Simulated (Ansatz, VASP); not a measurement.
**One calculation of C, two programs**

```
CELL_PARAMETERS angstrom
-1.65835 1.65835 3.06813
1.65835 -1.65835 3.06813
1.65835 1.65835 -3.06813
ATOMIC_POSITIONS crystal
C 0.87500 0.91010 0.53510
C 0.37500 0.33990 0.46490
C 0.66010 0.62500 0.53510
C 0.08990 0.12500 0.46490
C 0.87500 0.33990 0.96490
C 0.37500 0.91010 0.03510
C 0.08990 0.62500 0.96490
C 0.66010 0.12500 0.03510
```

Alike in both runs: task single point; functional PBE; k mesh 8 × 8 × 8; occupations gaussian, width 0.1 eV; no spin polarisation.

```csv
,VASP,Ansatz
version,VASP 6.6.1,Ansatz 0.2.0
potentials or method,"VASP PAW PBE potentials, release 64 (C), cutoff 520 eV","scalar-relativistic, plane waves, PAW"
valence electrons in the cell,32,32
```

```tsv
	VASP	Ansatz	Ansatz less VASP
gap on the k mesh at the Fermi level (eV)	none	none	-
rms of the force components (eV/Å)	0.407	0.360	-0.0469
```

Atom by atom the forces differ by 0.047 eV/Å (rms over components). A gap of «none» marks a metal or a gap that the smearing closes.
